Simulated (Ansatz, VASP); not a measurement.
One calculation of SiC, two programs

```xyz
4
Lattice="3.0918 0.0000 0.0000 -1.5459 2.6775 0.0000 0.0000 0.0000 5.0740" Properties=species:S:1:pos:R:3 pbc="T T T"
Si    0.0000    1.7850    0.0232
Si    1.5459    0.8925    2.5602
C    -0.1414    1.6436    2.1303
C     1.5459    0.8925    4.4674
```

Alike in both runs: task single point; functional PBE; k mesh 12 × 12 × 6; occupations gaussian, width 0.05 eV; no spin polarisation.

|  | VASP | Ansatz |
| --- | --- | --- |
| version | VASP 6.6.1 | Ansatz 0.2.0 |
| potentials or method | VASP PAW PBE potentials, release 64 (Si, C), cutoff 520 eV | scalar-relativistic, plane waves, PAW |
| valence electrons in the cell | 16 | 16 |

|  | VASP | Ansatz | Ansatz less VASP |
| --- | --- | --- | --- |
| gap on the k mesh at the Fermi level (eV) | 2.05 | 2.06 | +0.003 |
| least direct gap on the mesh (eV) | 3.95 | 3.96 | +0.006 |
| pressure (GPa) | 6.4 | 6.5 | +0.06 |
| traceless stress, the component that is largest in VASP (GPa) | 12.59 | 12.61 | +0.020 |
| rms of the force components (eV/Å) | 2.990 | 2.991 | +0.0007 |

Atom by atom the forces differ by 0.002 eV/Å (rms over components). The functional is the same, so the differences come from potentials, cutoffs and numerics.
